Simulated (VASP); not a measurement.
# Cu in VASP: single point with PBEsol

Aim: the single point of Cu with PBEsol.

All numbers are computed with VASP 6.6.1; they aren't measurements. Logs are shortened: lines on timing, memory, paths and dates and some standing lists are left out, and cuts for length are marked.

### 1 The cell of the first run

The cell holds a slab with vacuum, 5 atoms: a = 2.520 Å, b = 3.563 Å, c = 26.872 Å, α = 90.00°, β = 90.00°, γ = 90.00°.

### 2 Single point, PBEsol

File INCAR:

```
SYSTEM = Cu
  ALGO = Normal
  DIPOL = 0.5 0.5 0.500
  EDIFF = 1E-7
  ENCUT = 520
  GGA = PS
  IDIPOL = 3
  ISIF = 2
  ISMEAR = -1
  LASPH = .TRUE.
  LCHARG = .FALSE.
  LDIPOL = .TRUE.
  LREAL = .FALSE.
  LWAVE = .FALSE.
  NBANDS = 36
  NELM = 100
  PREC = Accurate
  SIGMA = 0.1
```

File KPOINTS:

```
k-points
0
G
  16 12 1
  0 0 0
```

File POSCAR:

```
Cu
1.0
    2.5195991541      0.0000000000      0.0000000000
    0.0000000000      3.5632512955      0.0000000000
    0.0000000000      0.0000000000     26.8721000000
Cu
5
Direct
    0.0000000000      0.0000000000      0.4093455797
    0.5000000000      0.5000000000      0.4518402311
    0.0000000000      0.0000000000      0.4999999785
    0.5000000000      0.5000000000      0.5481597683
    0.0000000000      0.0000000000      0.5906544203
```

Potentials or basis: VASP PAW PBE potentials, release 64 (Cu).

Command:

```
> cat potpaw_PBE.64/Cu/POTCAR > POTCAR
> mpirun -np 1 vasp_std > vasp.out
```

OUTCAR:

```text
SYSTEM = Cu
   EDIFF = 1E-7
   ENCUT = 520
   GGA = PS
   ISIF = 2
   ISMEAR = -1
   LASPH = .TRUE.
   LREAL = .FALSE.
   NELM = 100
   PREC = Accurate

 ion  position               nearest neighbor table
   1  0.000  0.000  0.409-   3 2.44   2 2.46   2 2.46   2 2.46   2 2.46
   2  0.500  0.500  0.452-   1 2.46   1 2.46   1 2.46   1 2.46   3 2.54   3 2.54   3 2.54   3 2.54
                             4 2.59
   3  0.000  0.000  0.500-   1 2.44   5 2.44   2 2.54   2 2.54   2 2.54   2 2.54   4 2.54   4 2.54
                             4 2.54   4 2.54
   4  0.500  0.500  0.548-   5 2.46   5 2.46   5 2.46   5 2.46   3 2.54   3 2.54   3 2.54   3 2.54
                             2 2.59
   5  0.000  0.000  0.591-   3 2.44   4 2.46   4 2.46   4 2.46   4 2.46

  LATTYP: Found a simple orthorhombic cell.
 ALAT       =     2.5195991541
 B/A-ratio  =     1.4142135624
 C/A-ratio  =    10.6652282194

  Lattice vectors:

 A1 = (   2.5195991541,   0.0000000000,   0.0000000000)
 A2 = (   0.0000000000,   3.5632512955,   0.0000000000)
 A3 = (   0.0000000000,   0.0000000000,  26.8721000000)

Analysis of symmetry for initial positions (statically):
=====================================================================
 Subroutine PRICEL returns:
 Original cell was already a primitive cell.

 Routine SETGRP: Setting up the symmetry group for a
 simple orthorhombic supercell.

 Subroutine GETGRP returns: Found  8 space group operations
 (whereof  8 operations were pure point group operations)
 out of a pool of  8 trial point group operations.

The static configuration has the point symmetry D_2h.

Analysis of symmetry for dynamics (positions and initial velocities):
=====================================================================
 Subroutine PRICEL returns:
 Original cell was already a primitive cell.

 Routine SETGRP: Setting up the symmetry group for a
 simple orthorhombic supercell.

 Subroutine GETGRP returns: Found  8 space group operations
 (whereof  8 operations were pure point group operations)
 out of a pool of  8 trial point group operations.

The dynamic configuration has the point symmetry D_2h.

 Subroutine INISYM returns: Found  8 space group operations
 (whereof  8 operations are pure point group operations),
 and found     1 'primitive' translations

----------------------------------------------------------------------------------------

                                     Primitive cell

  volume of cell :     241.2568

  direct lattice vectors                    reciprocal lattice vectors
     2.519599154  0.000000000  0.000000000     0.396888528  0.000000000  0.000000000
     0.000000000  3.563251296  0.000000000     0.000000000  0.280642570  0.000000000
     0.000000000  0.000000000 26.872100000     0.000000000  0.000000000  0.037213318

  length of vectors
     2.519599154  3.563251296 26.872100000     0.396888528  0.280642570  0.037213318

  position of ions in fractional coordinates (direct lattice)
     0.000000000  0.000000000  0.409345580
     0.500000000  0.500000000  0.451840231
     0.000000000  0.000000000  0.499999978
     0.500000000  0.500000000  0.548159768
     0.000000000  0.000000000  0.590654420

  ion indices of the primitive-cell ions
   primitive index   ion index
                 1           1
                 2           2
                 3           3
                 4           4
                 5           5

----------------------------------------------------------------------------------------

 KPOINTS: k-points

Automatic generation of k-mesh.
 Grid dimensions read from file:
 generate k-points for:   16   12    1

 Generating k-lattice:

  Cartesian coordinates                     Fractional coordinates (reciprocal lattice)
     0.024805533  0.000000000  0.000000000     0.062500000  0.000000000  0.000000000
     0.000000000  0.023386881  0.000000000     0.000000000  0.083333333  0.000000000
     0.000000000  0.000000000  0.037213318     0.000000000  0.000000000  1.000000000

  Length of vectors
     0.024805533  0.023386881  0.037213318

  Shift w.r.t. Gamma in fractional coordinates (k-lattice)
     0.000000000  0.000000000  0.000000000

 Subroutine IBZKPT returns following result:
 ===========================================

 Found     63 irreducible k-points:

 Following reciprocal coordinates:
            Coordinates               Weight
  0.000000  0.000000  0.000000      1.000000
  0.062500  0.000000  0.000000      2.000000
  0.125000  0.000000  0.000000      2.000000
  0.187500  0.000000  0.000000      2.000000
  0.250000  0.000000  0.000000      2.000000
  0.312500  0.000000  0.000000      2.000000
[... 16 lines left out ...]
  0.250000  0.166667  0.000000      4.000000
  0.312500  0.166667  0.000000      4.000000
 [... further k-points ...]
   k-points           NKPTS =     63   k-points in BZ     NKDIM =     63   number of bands    NBANDS=     36
   number of dos      NEDOS =    301   number of ions     NIONS =      5
   total plane-waves  NPLWV = 112000
   dimension x,y,z NGX =    20 NGY =   28 NGZ =  200
   dimension x,y,z NGXF=    40 NGYF=   56 NGZF=  400
   ions per type =               5
   NGX,Y,Z   is equivalent  to a cutoff of  13.20, 13.06, 12.37 a.u.
   NGXF,Y,Z  is equivalent  to a cutoff of  26.39, 26.13, 24.75 a.u.
 SYSTEM =  Cu
   PREC   = accura    normal or accurate (medium, high low for compatibility)
   ISTART =      0    job   : 0-new  1-cont  2-samecut
   ICHARG =      2    charge: 1-file 2-atom 10-const
   ISPIN  =      1    spin polarized calculation?
   LNONCOLLINEAR =      F non collinear calculations
   LSORBIT =      F    spin-orbit coupling
   LASPH  =      T    aspherical Exc in radial PAW
   ENCUT  =  520.0 eV  38.22 Ry    6.18 a.u.   4.68  6.63 49.96*2*pi/ulx,y,z
   NELM   =    100;   NELMIN=  2; NELMDL= -5     # of ELM steps
   EDIFF  = 0.1E-06   stopping-criterion for ELM
   LREAL  =      F    real-space projection
   EDIFFG = 0.1E-05   stopping-criterion for IOM
   NSW    =      0    number of steps for IOM
   IBRION =     -1    ionic relax: 0-MD 1-quasi-New 2-CG
   NFREE  =      0    steps in history (QN), initial steepest desc. (CG)
   ISIF   =      2    stress and relaxation
   ISYM   =      2    0-nonsym 1-usesym 2-fastsym
   POTIM  = 0.5000    time-step for ionic-motion
   TEBEG  =    0.0;   TEEND  =   0.0 temperature during run
   PSTRESS=    0.0 pullay stress
   NELECT =      55.0000    total number of electrons
   NUPDOWN=      -1.0000    fix difference up-down
   EMIN   =  10.00;   EMAX   =-10.00  energy-range for DOS
   EFERMI =   0.00;   METHOD = LEGACY
   ISMEAR =    -1;   SIGMA  =   0.10  broadening in eV -4-tet -1-fermi 0-gaus
   EFERMI_NEDOS =   21; number of points for ismear=-14 and -15
   IALGO  =     38    algorithm
   IMIX   =      4    mixing-type and parameters
     AMIX     =   0.40;   BMIX     =  1.00
     AMIX_MAG =   1.60;   BMIX_MAG =  1.00
  volume/ion in A,a.u.               =      48.25       325.62
  Fermi-wavevector in a.u.,A,eV,Ry     =   1.000083  1.889882 13.608075  1.000165
  Thomas-Fermi vector in A             =   2.132416
   LORBIT       =      0    0 simple, 1 ext, 2 COOP (PROOUT), +10 PAW based schemes
   GGA     = PS    functional components
   LHFCALC =     F    Hartree Fock is set to
   AEXX    =    0.0000 exact exchange contribution
   IVDW    =     0    specifies the selected vdW correction
   LEPSILON=     F    determine dielectric tensor
   LRPA    =     F    only Hartree local field effects (RPA)
 non-spin polarized calculation
  energy-cutoff  :      520.00
  volume of cell :      241.26
 maximum number of plane-waves:      6550
 NGX is ok and might be reduce to    20
   NGX =  9   NGY = 13   NGZ = 99

 dipolmoment           0.000000      0.000000     -0.000000 electrons x Angstroem

 number of electron      54.9999971 magnetization

 dipolmoment           0.000000      0.000000      0.000002 electrons x Angstroem

 Free energy of the ion-electron system (eV)
  ---------------------------------------------------
  ext. energy  EPLUGINS =         0.00000000
  ---------------------------------------------------
  free energy    TOTEN  =       -19.45632226 eV

  energy without entropy =      -19.39978470  energy(sigma->0) =      -19.42805348

 E-fermi :  -1.5340     XC(G=0):  -3.8157

 val. band max:       -1.5359430147   @ k =   0.3125   0.4167   0.0000
 cond. band min:      -1.5283307146   @ k =   0.1250   0.4167   0.0000
 fundamental gap:      0.0076123001
 Fermi energy:        -1.5340201571

 k-point     1 :       0.0000    0.0000    0.0000
  band No.  band energies     occupation
      1     -10.4788      2.00000
      2      -8.4633      2.00000
      3      -6.3680      2.00000
      4      -6.1417      2.00000
      5      -5.6979      2.00000
      6      -5.6608      2.00000
[... 28 lines left out ...]
     35       3.8860      0.00000
     36       3.9046      0.00000

 k-point     2 :       0.0625    0.0000    0.0000
  band No.  band energies     occupation
      1     -10.3825      2.00000
      2      -8.3757      2.00000
      3      -6.3276      2.00000
      4      -6.0858      2.00000
      5      -5.6489      2.00000
      6      -5.6166      2.00000
[... 28 lines left out ...]
     35       3.9779      0.00000
     36       4.0379      0.00000

 k-point     3 :       0.1250    0.0000    0.0000
  band No.  band energies     occupation
      1     -10.0971      2.00000
      2      -8.1216      2.00000
      3      -6.2211      2.00000
      4      -5.9372      2.00000
      5      -5.5340      2.00000
      6      -5.5006      2.00000
[... 28 lines left out ...]
     35       4.2523      0.00000
     36       4.4275      0.00000

 k-point     4 :       0.1875    0.0000    0.0000
  band No.  band energies     occupation
      1      -9.6336      2.00000
      2      -7.7321      2.00000
      3      -6.0893      2.00000
      4      -5.7417      2.00000
      5      -5.4567      2.00000
      6      -5.4036      2.00000
[... 28 lines left out ...]
     35       4.7044      0.00000
     36       5.0478      0.00000

 k-point     5 :       0.2500    0.0000    0.0000
  band No.  band energies     occupation
      1      -9.0138      2.00000
      2      -7.2771      2.00000
      3      -5.9920      2.00000
      4      -5.5854      2.00000
      5      -5.5509      2.00000
      6      -5.4429      2.00000
[... 655 lines left out ...]
 k-point    22 :       0.1875    0.1667    0.0000
  band No.  band energies     occupation
      1      -9.3163      2.00000
      2      -7.4734      2.00000
      3      -6.0066      2.00000
      4      -5.7506      2.00000
      5      -5.5252      2.00000
      6      -5.4935      2.00000
[... 28 lines left out ...]
     35       4.7570      0.00000
     36       5.0345      0.00000

 k-point    23 :       0.2500    0.1667    0.0000
  band No.  band energies     occupation
      1      -8.7175      2.00000
      2      -7.0322      2.00000
      3      -5.8815      2.00000
      4      -5.5938      2.00000
      5      -5.5836      2.00000
      6      -5.4684      2.00000
[... 28 lines left out ...]
     35       5.2952      0.00000
     36       5.6422      0.00000

 k-point    24 :       0.3125    0.1667    0.0000
  band No.  band energies     occupation
      1      -8.0204      2.00000
      2      -6.6594      2.00000
      3      -5.8443      2.00000
      4      -5.7317      2.00000
      5      -5.6323      2.00000
      6      -5.4773      2.00000
[... 28 lines left out ...]
     35       5.6034      0.00000
     36       5.7750      0.00000

 [... further k-points ...]

------------------------ aborting loop because EDIFF is reached ----------------------------------------

 vacuum level on the upper side and lower side of the slab       (xc-potential included)        -0.086        -0.086

  FORCE on cell =-STRESS in cart. coord.  units (eV):
  Direction    XX          YY          ZZ          XY          YZ          ZX
  --------------------------------------------------------------------------------------
  -------------------------------------------------------------------------------------
  Total       -1.6296444     -1.4458940      0.1432486      0.0000000      0.0000000      0.0000000
  in kB      -10.8224086     -9.6021289      0.9513090      0.0000000      0.0000000      0.0000000
  external PRESSURE =      -6.4910762 kB  Pullay stress =       0.0000000 kB

 VOLUME and BASIS-vectors are now :
 -----------------------------------------------------------------------------
  energy-cutoff  :      520.00
  volume of cell :      241.26
      direct lattice vectors                 reciprocal lattice vectors
     2.519599154  0.000000000  0.000000000     0.396888528  0.000000000  0.000000000
     0.000000000  3.563251296  0.000000000     0.000000000  0.280642570  0.000000000
     0.000000000  0.000000000 26.872100000     0.000000000  0.000000000  0.037213318

 POSITION                                       TOTAL-FORCE (eV/Angst)
 -----------------------------------------------------------------------------------
      0.00000      0.00000     10.99998         0.000000     -0.000000     -0.037849
      1.25980      1.78163     12.14190         0.000000      0.000000      0.002370
      0.00000      0.00000     13.43605         0.000000      0.000000      0.000000
      1.25980      1.78163     14.73020         0.000000      0.000000     -0.002370
      0.00000      0.00000     15.87212         0.000000      0.000000      0.037849
 -----------------------------------------------------------------------------------
    total drift:                               -0.000000      0.000000      0.000470

  FREE ENERGIE OF THE ION-ELECTRON SYSTEM (eV)
  ---------------------------------------------------
  free  energy   TOTEN  =       -19.4563222626 eV

  energy  without entropy=      -19.3997846980  energy(sigma->0) =      -19.42805348

 vacuum level on the upper side and lower side of the slab         2.853         2.853
```

It took 29 min on 1 thread of Intel Xeon 8259CL, shared host; peak memory 0.58 GiB.

Results:

```yaml
Free_energy: -19.4563 eV
Largest_force: 0.038 eV/Å
Band_gap_on_the_k_mesh: zero (an odd number of electrons rules out a gap without spin polarisation)
```

Forces on the atoms (eV/Å):
```
Cu   0.000  0.000 -0.038
Cu   0.000  0.000  0.002
Cu   0.000  0.000  0.000
Cu   0.000  0.000 -0.002
Cu   0.000  0.000  0.038
```

Levels at points of the mesh, in eV from the Fermi level:
```csv
k point,band 26,band 27,band 28,band 29,band 30,band 31
"(0.00, 0.00, 0.00)",-1.48,-1.38,-1.19,0.61,2.70,3.30
"(0.50, 0.00, 0.00)",-0.06,0.07,0.71,0.92,1.92,4.84
"(0.00, 0.50, 0.00)",-1.54,-1.52,-1.49,-1.22,-0.25,1.15
"(0.50, 0.50, 0.00)",0.13,0.39,2.64,3.06,4.22,4.37
```

Caveat: the PAW data sets were made with another functional, which shifts forces and pressure a little.
